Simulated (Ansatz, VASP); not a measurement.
Cu: VASP beside Ansatz

```xyz
2
Lattice="1.2949 0.7476 4.1264 -1.2949 0.7476 4.1264 0.0000 -1.4952 4.1264" Properties=species:S:1:pos:R:3 pbc="T T T"
Cu    0.0000    0.0000    3.0948
Cu    0.0000    0.0000    9.2844
```

Alike in both runs: functional PBE; k mesh 6 × 6 × 6; occupations gaussian, width 0.1 eV; no spin polarisation.

Ansatz relaxed the structure, and its values are those at the end. VASP's run is a single point on that final structure, the one shown.

```csv
,VASP,Ansatz
version,VASP 6.6.1,Ansatz 0.2.0
potentials or method,"VASP PAW PBE potentials, release 64 (Cu_sv_GW), cutoff 820 eV","scalar-relativistic, plane waves, PAW"
valence electrons in the cell,38,38
```

|  | VASP | Ansatz | Ansatz less VASP |
| --- | --- | --- | --- |
| gap on the k mesh at the Fermi level (eV) | none | none | - |
| pressure (GPa) | -1.6 | 0.0 | +1.64 |

A gap of «none» marks a metal or a gap that the smearing closes.

The k mesh is coarse, so the values compare programs but aren't converged.
